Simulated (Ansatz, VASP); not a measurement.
# One calculation of KF, two programs

```
K F
1.0
     3.25895    0.00000    0.00000
     0.00000    3.25895    0.00000
     0.00000    0.00000    3.25895
K F
1 1
Direct
  0.00000 0.00000 0.00000
  0.50814 0.49186 0.50000
```

Change from the starting cell: all F atoms moved +0.037 Å, as atom 2 along Cartesian [1 -1 0].

Alike in both runs: task single point; functional PBE; k mesh 8 × 8 × 8; occupations gaussian, width 0.05 eV; no spin polarisation.

|  | VASP | Ansatz |
| --- | --- | --- |
| version | VASP 6.6.1 | Ansatz 0.2.0 |
| potentials or method | VASP PAW PBE potentials, release 64 (K_sv, F), cutoff 520 eV | scalar-relativistic, plane waves, PAW |
| valence electrons in the cell | 16 | 16 |

|  | VASP | Ansatz | Ansatz less VASP |
| --- | --- | --- | --- |
| gap on the k mesh at the Fermi level (eV) | 6.26 | 6.27 | +0.017 |
| least direct gap on the mesh (eV) | 6.31 | 6.32 | +0.016 |
| pressure (GPa) | 0.0 | 0.0 | +0.01 |
| rms of the force components (eV/Å) | 0.017 | 0.016 | -0.0009 |

Atom by atom the forces differ by 0.001 eV/Å (rms over components).
